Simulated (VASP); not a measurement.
The system is AlH4.

```
CELL_PARAMETERS angstrom
5.39914 0.00000 0.00000
0.00000 5.39914 0.00000
0.00000 0.00000 2.66280
ATOMIC_POSITIONS crystal
Al 0.00000 0.00000 0.00000
H 0.42612 0.00000 0.00000
H 0.57388 0.00000 0.00000
H 0.00000 0.42612 0.00000
H 0.00000 0.57388 0.00000
```

The cell was built from a structure type or drawn by symmetry, and may not be a known phase.

- Program: VASP 6.6.1
- Task: relaxation of cell and atoms
- Functional: PBE
- Potentials or basis: VASP PAW PBE potentials, release 64 (Al, H)
- Cutoff: 600 eV
- k mesh: 8 × 8 × 14
- Occupations: gaussian, width 0.1 eV
- Spin: no spin polarisation

At the start: pressure -0.7 GPa; volume 15.52 Å³/atom.

Problem. How do energy, volume and symmetry change on relaxing?

Solution. Over 13 steps the energy falls by 8.2 meV/atom and the volume is 14.57 Å³/atom (-6.2 %); space group P4/mmm (No. 123, to 0.1 Å) before and after.

Step by step:
```csv
step,energy change (eV),largest force (eV/Å),pressure (GPa),volume (Å³)
1,0.0000,0.0960,-0.70,77.62
2,-0.0087,0.1007,-0.91,76.86
3,-0.0146,0.4088,-1.20,75.58
4,-0.0174,0.4010,-1.15,75.30
5,-0.0252,0.3747,-0.99,74.45
6,-0.0351,0.3196,-0.49,72.76
7,-0.0360,0.2971,-0.27,72.06
8,-0.0391,0.1638,-0.10,72.14
9,-0.0404,0.0076,0.10,72.23
10,-0.0404,0.0076,0.11,72.26
11,-0.0405,0.0062,0.10,72.34
12,-0.0407,0.0041,0.09,72.50
13,-0.0410,0.0010,0.07,72.83
```

Final structure:
```
CELL_PARAMETERS angstrom
5.39157 0.00000 0.00000
0.00000 5.39157 0.00000
0.00000 0.00000 2.50552
ATOMIC_POSITIONS crystal
Al 0.00000 0.00000 0.00000
H 0.42578 0.00000 0.00000
H 0.57422 0.00000 0.00000
H 0.00000 0.42578 0.00000
H 0.00000 0.57422 0.00000
```
